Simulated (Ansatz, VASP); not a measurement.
## GaSb: VASP beside Ansatz

```
CELL_PARAMETERS angstrom
-2.76573 2.76573 1.58109
2.76573 -2.76573 1.58109
2.76573 2.76573 -1.58109
ATOMIC_POSITIONS crystal
Ga 0.25000 0.75000 0.50000
Sb 0.00000 0.00000 0.00000
```

Alike in both runs: task single point; functional PBE; k mesh 24 × 24 × 24; occupations gaussian, width 0.15 eV; no spin polarisation.

```csv
,VASP,Ansatz
version,VASP 6.6.1,Ansatz 0.2.0
potentials or method,"VASP PAW PBE potentials, release 64 (Ga_d, Sb), cutoff 520 eV","scalar-relativistic, plane waves, PAW"
valence electrons in the cell,18,28
```

|  | VASP | Ansatz | Ansatz less VASP |
| --- | --- | --- | --- |
| gap on the k mesh at the Fermi level (eV) | none | none | - |
| pressure (GPa) | 0.0 | 0.0 | -0.02 |
| traceless stress, the component that is largest in VASP (GPa) | -0.32 | -0.28 | +0.041 |

A gap of «none» marks a metal or a gap that the smearing closes. VASP's potentials hold 18 valence electrons a cell and Ansatz's 28, so a difference there can come from the potentials and not from the codes.

Neither program's run includes spin-orbit coupling.
